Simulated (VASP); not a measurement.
A run of VASP 6.6.1 is set up as follows.

The input INCAR:

```
SYSTEM = Sc
PREC = Accurate
ENCUT = 520
EDIFF = 1E-6
ISMEAR = 1
SIGMA = 0.15
LREAL = .False.
LASPH = .True.
NELM = 80
ALGO = Normal
ISIF = 2
LWAVE = .False.
LCHARG = .True.
GGA = PS
LELF = .True.
LVHAR = .True.
NBANDS = 12
```

File KPOINTS:

```
regular mesh
0
Gamma
  11 11 11
  0 0 0
```

The input POSCAR:

```
Sc
1.0
   -1.8790000000      1.8790000000      2.3805000000
    1.8790000000     -1.8790000000      2.3805000000
    1.8790000000      1.8790000000     -2.3805000000
Sc
1
Direct
    0.0000000000      0.0000000000      0.0000000000
```

Potentials or basis: VASP PAW PBE potentials, release 64 (Sc_sv).

The run is started by

```sh
$ cat potpaw_PBE.64/Sc_sv/POTCAR > POTCAR
$ mpirun -np 1 vasp_std > vasp.out
```

(1) What does it give for the band gap on the k mesh?

(2) What does it give for the pressure?

## Answers

(1) zero (an odd number of electrons rules out a gap without spin polarisation).

(2) -10.7 GPa.

Caveat: the cell stands under tension; the PAW data sets were made with another functional, which shifts forces and pressure a little.
